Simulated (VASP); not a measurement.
# Ga (Cmcm) in VASP: notebook

Runs on Ga. Level: PBE. Tasks: single point.

Program: VASP 6.6.1. These are calculated values, not measurements. Logs are shortened: lines on timing, memory, paths and dates and some standing lists are left out, and cuts for length are marked.

**1. The cell of the first run**

It takes space group Cmcm (No. 63, orthorhombic). Conventional cell: a = 7.634 Å, b = 4.653 Å, c = 4.488 Å, α = 90.00°, β = 90.00°, γ = 90.00°. Ga (site symmetry m) has 7 Ga at 2.48 to 2.76 Å within 3.3 Å.

**2. Single point, PBE**

The input, INCAR:

```
  PREC = Accurate
  ENCUT = 520
  EDIFF = 1E-6
  ISMEAR = -1
  SIGMA = 0.05
  LREAL = F
  LASPH = T
  NELM = 60
  ALGO = Fast
  ISIF = 2
  LWAVE = F
  LCHARG = F
  GGA = PE
  NBANDS = 34
```

The input, KPOINTS:

```
Automatic mesh
0
Gamma
  7 7 6
```

The input, POSCAR:

```
Ga
1.0
    3.8169566100     -2.3266295500      0.0000000000
    3.8169566100      2.3266295500      0.0000000000
    0.0000000000      0.0000000000      4.4882540000
Ga
4
Direct
    0.6655504900      0.0096853900      0.2500000000
    0.0096853900      0.6655504900      0.7500000000
    0.3344495100      0.9903146100      0.7500000000
    0.9903146100      0.3344495100      0.2500000000
```

Potentials or basis: VASP PAW PBE potentials, release 64 (Ga_d).

Launch:

```
$ cat potpaw_PBE.64/Ga_d/POTCAR > POTCAR
$ mpirun -np 1 vasp_std > vasp.out
```

OUTCAR:

```text
PREC = Accurate
   ENCUT = 520
   EDIFF = 1E-6
   ISMEAR = -1
   LREAL = F
   LASPH = T
   NELM = 60
   ISIF = 2
   GGA = PE

 ion  position               nearest neighbor table
   1  0.666  0.010  0.250-   4 2.48   4 2.68   4 2.68   3 2.71   3 2.71   2 2.76   2 2.76
   2  0.010  0.666  0.750-   3 2.48   3 2.68   3 2.68   4 2.71   4 2.71   1 2.76   1 2.76
   3  0.334  0.990  0.750-   2 2.48   2 2.68   2 2.68   1 2.71   1 2.71   4 2.76   4 2.76
   4  0.990  0.334  0.250-   1 2.48   1 2.68   1 2.68   2 2.71   2 2.71   3 2.76   3 2.76

  LATTYP: Found a base centered orthorhombic cell.
 ALAT       =     4.6532591000
 B/A-ratio  =     1.6405519349
 C/A-ratio  =     0.9645398856

  Lattice vectors:

 A1 = (  -3.8169566100,  -2.3266295500,   0.0000000000)
 A2 = (   3.8169566100,  -2.3266295500,   0.0000000000)
 A3 = (   0.0000000000,   0.0000000000,   4.4882540000)

Analysis of symmetry for initial positions (statically):
=====================================================================
 Subroutine PRICEL returns:
 Original cell was already a primitive cell.

 Routine SETGRP: Setting up the symmetry group for a
 base centered orthorhombic supercell.

 Subroutine GETGRP returns: Found  8 space group operations
 (whereof  4 operations were pure point group operations)
 out of a pool of  8 trial point group operations.

The static configuration has the point symmetry C_2h.
 The point group associated with its full space group is D_2h.

Analysis of symmetry for dynamics (positions and initial velocities):
=====================================================================
 Subroutine PRICEL returns:
 Original cell was already a primitive cell.

 Routine SETGRP: Setting up the symmetry group for a
 base centered orthorhombic supercell.

 Subroutine GETGRP returns: Found  8 space group operations
 (whereof  4 operations were pure point group operations)
 out of a pool of  8 trial point group operations.

The dynamic configuration has the point symmetry C_2h.
 The point group associated with its full space group is D_2h.

 Subroutine INISYM returns: Found  8 space group operations
 (whereof  4 operations are pure point group operations),
 and found     1 'primitive' translations

----------------------------------------------------------------------------------------

                                     Primitive cell

  volume of cell :      79.7172

[... 85 lines left out ...]
   ICHARG =      2    charge: 1-file 2-atom 10-const
   ISPIN  =      1    spin polarized calculation?
   LNONCOLLINEAR =      F non collinear calculations
   LSORBIT =      F    spin-orbit coupling
   LASPH  =      T    aspherical Exc in radial PAW
   ENCUT  =  520.0 eV  38.22 Ry    6.18 a.u.   8.31  8.31  8.35*2*pi/ulx,y,z
   NELM   =     60;   NELMIN=  2; NELMDL= -5     # of ELM steps
   EDIFF  = 0.1E-05   stopping-criterion for ELM
   LREAL  =      F    real-space projection
   EDIFFG = 0.1E-04   stopping-criterion for IOM
   NSW    =      0    number of steps for IOM
   IBRION =     -1    ionic relax: 0-MD 1-quasi-New 2-CG
   NFREE  =      0    steps in history (QN), initial steepest desc. (CG)
   ISIF   =      2    stress and relaxation
   ISYM   =      2    0-nonsym 1-usesym 2-fastsym
   POTIM  = 0.5000    time-step for ionic-motion
   TEBEG  =    0.0;   TEEND  =   0.0 temperature during run
   PSTRESS=    0.0 pullay stress
   NELECT =      52.0000    total number of electrons
   NUPDOWN=      -1.0000    fix difference up-down
   EMIN   =  10.00;   EMAX   =-10.00  energy-range for DOS
   EFERMI =   0.00;   METHOD = LEGACY
   ISMEAR =    -1;   SIGMA  =   0.05  broadening in eV -4-tet -1-fermi 0-gaus
   EFERMI_NEDOS =   21; number of points for ismear=-14 and -15
   IALGO  =     68    algorithm
   IMIX   =      4    mixing-type and parameters
     AMIX     =   0.40;   BMIX     =  1.00
     AMIX_MAG =   1.60;   BMIX_MAG =  1.00
  volume/ion in A,a.u.               =      19.93       134.49
  Fermi-wavevector in a.u.,A,eV,Ry     =   1.419794  2.683022 27.426826  2.015815
  Thomas-Fermi vector in A             =   2.540777
   LORBIT       =      0    0 simple, 1 ext, 2 COOP (PROOUT), +10 PAW based schemes
   GGA     = PE    functional components
   LHFCALC =     F    Hartree Fock is set to
   AEXX    =    0.0000 exact exchange contribution
   IVDW    =     0    specifies the selected vdW correction
   LEPSILON=     F    determine dielectric tensor
   LRPA    =     F    only Hartree local field effects (RPA)
 non-spin polarized calculation
 RMM-DIIS sequential band-by-band and
  energy-cutoff  :      520.00
  volume of cell :       79.72
 maximum number of plane-waves:      2168
 NGX is ok and might be reduce to    36
   NGX = 17   NGY = 17   NGZ = 17

 number of electron      51.9999986 magnetization

 Free energy of the ion-electron system (eV)
  ---------------------------------------------------
  ext. energy  EPLUGINS =         0.00000000
  ---------------------------------------------------
  free energy    TOTEN  =       -11.56503784 eV

  energy without entropy =      -11.56036065  energy(sigma->0) =      -11.56269925

 E-fermi :   4.9499     XC(G=0): -10.4925

 val. band max:        4.8934102889   @ k =   0.0000   0.0000   0.5000
 cond. band min:       4.9508711065   @ k =   0.1429   0.0000   0.1667
 fundamental gap:      0.0574608176
 Fermi energy:         4.9498944102

 k-point     1 :       0.0000    0.0000    0.0000
  band No.  band energies     occupation
      1     -10.2940      2.00000
      2     -10.2674      2.00000
      3     -10.2433      2.00000
      4     -10.2043      2.00000
      5     -10.1402      2.00000
      6     -10.1222      2.00000
[... 877 lines left out ...]
     33      12.7648      0.00000
     34      13.0340      0.00000

 [... further k-points ...]
[... 5 lines left out ...]
  --------------------------------------------------------------------------------------
  -------------------------------------------------------------------------------------
  Total        1.9312847      1.4175965      1.5832638      0.0000000      0.0000000      0.0000000
  in kB       38.8154826     28.4912380     31.8208649      0.0000000      0.0000000      0.0000000
  external PRESSURE =      33.0425285 kB  Pullay stress =       0.0000000 kB

 VOLUME and BASIS-vectors are now :
 -----------------------------------------------------------------------------
  energy-cutoff  :      520.00
  volume of cell :       79.72
      direct lattice vectors                 reciprocal lattice vectors
     3.816956610 -2.326629550  0.000000000     0.130994415 -0.214903142  0.000000000
     3.816956610  2.326629550  0.000000000     0.130994415  0.214903142  0.000000000
     0.000000000  0.000000000  4.488254000     0.000000000  0.000000000  0.222803790

 POSITION                                       TOTAL-FORCE (eV/Angst)
 -----------------------------------------------------------------------------------
      2.57735     -1.52596      1.12206        -0.007434      0.048156      0.000000
      2.57735      1.52596      3.36619        -0.007434     -0.048156     -0.000000
      5.05657      1.52596      3.36619         0.007434     -0.048156     -0.000000
      5.05657     -1.52596      1.12206         0.007434      0.048156      0.000000
 -----------------------------------------------------------------------------------
    total drift:                                0.000000      0.000000     -0.000000

  FREE ENERGIE OF THE ION-ELECTRON SYSTEM (eV)
  ---------------------------------------------------
  free  energy   TOTEN  =       -11.5650378442 eV

  energy  without entropy=      -11.5603606531  energy(sigma->0) =      -11.56269925
```

OSZICAR:

```text
N       E                     dE             d eps       ncg     rms          rms(c)
DAV:   1     0.362391861539E+03    0.36239E+03   -0.25702E+04  4488   0.289E+03
DAV:   2     0.332289080276E+02   -0.32916E+03   -0.32088E+03  4480   0.536E+02
DAV:   3    -0.102314951108E+02   -0.43460E+02   -0.43017E+02  4900   0.152E+02
DAV:   4    -0.116381248456E+02   -0.14066E+01   -0.14003E+01  5102   0.303E+01
DAV:   5    -0.116669530424E+02   -0.28828E-01   -0.28820E-01  5390   0.447E+00    0.257E+00
RMM:   6    -0.115835860201E+02    0.83367E-01   -0.18564E-01  5539   0.433E+00    0.141E+00
RMM:   7    -0.115653243828E+02    0.18262E-01   -0.68780E-02  5927   0.235E+00    0.310E-01
RMM:   8    -0.115645083862E+02    0.81600E-03   -0.10486E-02  5856   0.899E-01    0.542E-02
RMM:   9    -0.115649594764E+02   -0.45109E-03   -0.30634E-03  7054   0.413E-01    0.331E-02
RMM:  10    -0.115650413764E+02   -0.81900E-04   -0.46083E-04  5853   0.196E-01    0.161E-02
RMM:  11    -0.115650318436E+02    0.95328E-05   -0.13243E-04  6064   0.107E-01    0.276E-03
RMM:  12    -0.115650373898E+02   -0.55463E-05   -0.58508E-05  6725   0.502E-02    0.158E-03
RMM:  13    -0.115650378442E+02   -0.45434E-06   -0.37125E-06  3951   0.156E-02
   1 F= -.11565038E+02 E0= -.11562699E+02  d E =-.467719E-02
```

stdout:

```text
POSCAR found type information on POSCAR Ga
 POSCAR found :  1 types and       4 ions
 scaLAPACK will be used
 LDA part: xc-table for (Slater+PW92), standard interpolation
 POSCAR, INCAR and KPOINTS ok, starting setup
 FFT: planning ... GRIDC
 FFT: planning ... GRID_SOFT
 FFT: planning ... GRID
 WAVECAR not read
 entering main loop
```

It took 4.4 min on 1 thread of AMD EPYC 7R43 (Zen 3), shared host; peak memory 0.23 GiB.

What came out:

```
Free energy            : -11.5650 eV
Pressure               : 3.3 GPa
Largest force          : 0.049 eV/Å
Band gap on the k mesh : zero (band 26 reaches 5.27 eV, above the bottom of band 27 at 4.54 eV)
```

Forces in eV/Å, atoms in the order of the input:
```
Ga  -0.007  0.048  0.000
Ga  -0.007 -0.048  0.000
Ga   0.007 -0.048  0.000
Ga   0.007  0.048  0.000
```

**3. Single point, PBE**

The input, INCAR:

```
SYSTEM = Ga
PREC = Accurate
ENCUT = 520
EDIFF = 1E-6
ISMEAR = -1
SIGMA = 0.05
LREAL = .False.
LASPH = .True.
NELM = 100
ALGO = Fast
ISIF = 2
LWAVE = .False.
LCHARG = .False.
GGA = PE
NBANDS = 34
```

The input, KPOINTS:

```
Automatic mesh
0
Gamma
  7 7 6
  0 0 0
```

POSCAR is that of step 2.

Potentials or basis: VASP PAW PBE potentials, release 64 (Ga_d).

Launch:

```
$ cat potpaw_PBE.64/Ga_d/POTCAR > POTCAR
$ mpirun -np 1 vasp_std > vasp.out
```

Run time: 4.3 min. Hardware: 1 thread of AMD EPYC 7R43 (Zen 3), shared host; peak memory 0.23 GiB.

It converged, with:

* Free energy: -11.5650 eV
* Pressure: 3.3 GPa
* Largest force: 0.049 eV/Å
* Band gap on the k mesh: zero (band 26 reaches 5.27 eV, above the bottom of band 27 at 4.54 eV)

Forces in eV/Å, atoms in the order of the input:
```
Ga  -0.007  0.048  0.000
Ga  -0.007 -0.048  0.000
Ga   0.007 -0.048  0.000
Ga   0.007  0.048  0.000
```

Stress tensor (GPa, compression positive):
```
3.88 0.00 0.00
0.00 2.85 0.00
0.00 0.00 3.18
```

Levels at points of the mesh, in eV from the Fermi level:
```csv
k point,band 24,band 25,band 26,band 27,band 28,band 29
"(0.00, 0.00, 0.00)",-2.54,-2.34,-1.13,0.90,0.98,2.37
"(0.00, 0.00, 0.50)",-0.75,-0.43,-0.43,-0.06,-0.06,2.80
```

**4. Single point, PBE**

This run uses another cell than the first one, of 20.33 Å³/atom, 1.020 times its volume.

The input, INCAR:

```
PREC     = Accurate       # precision mode
ENCUT    = 520            # plane-wave cutoff, eV
EDIFF    = 1E-7           # SCF threshold, eV
ISMEAR   = -1             # smearing method
SIGMA    = 0.05           # smearing width, eV
LREAL    = F              # projectors in reciprocal space
LASPH    = T              # aspherical terms in the spheres
NELM     = 100            # most SCF steps
ALGO     = Fast           # electronic algorithm
ISIF     = 2              # what is computed and relaxed
LWAVE    = F              # write WAVECAR
LCHARG   = T              # write CHGCAR
GGA      = PE             # functional
LELF     = T              # ELF
LVHAR    = T            
NBANDS   = 34             # bands
```

The input, KPOINTS:

```
Automatic mesh
0
Gamma
  7 7 6
```

The input, POSCAR:

```
Ga
1.0
    3.8422352050     -2.3420381418      0.0000000000
    3.8422352050      2.3420381418      0.0000000000
    0.0000000000      0.0000000000      4.5179784027
Ga
4
Direct
    0.6655504900      0.0096853900      0.2500000000
    0.0096853900      0.6655504900      0.7500000000
    0.3344495100      0.9903146100      0.7500000000
    0.9903146100      0.3344495100      0.2500000000
```

Launch:

```
$ cat potpaw_PBE.64/Ga_d/POTCAR > POTCAR
$ mpirun -np 1 vasp_std > vasp.out
```

Run time: 5.5 min. Hardware: 1 thread of AMD EPYC 7R43 (Zen 3), shared host; peak memory 0.24 GiB.

Results (log left out):

```yaml
Free_energy: -11.5930 eV
Pressure: 2.2 GPa
Largest_force: 0.034 eV/Å
Band_gap_on_the_k_mesh: zero (band 26 reaches 5.11 eV, above the bottom of band 27 at 4.39 eV)
```

Forces on the atoms (eV/Å):
```
Ga  -0.008  0.033  0.000
Ga  -0.008 -0.033  0.000
Ga   0.008 -0.033  0.000
Ga   0.008  0.033  0.000
```

Stress tensor (GPa, compression positive):
```
2.65 0.00 0.00
0.00 1.87 0.00
0.00 0.00 2.06
```

Levels at points of the mesh, in eV from the Fermi level:
```
           k point  band 23  band 24  band 25  band 26  band 27  band 28  band 29  band 30
(0.00, 0.00, 0.00)    -3.24    -2.53    -2.36    -1.10     0.87     0.99     2.37     4.48
(0.00, 0.00, 0.50)    -0.73    -0.73    -0.51    -0.51    -0.06    -0.06     2.78     2.78
```

(Continued in part 2 of 2.)
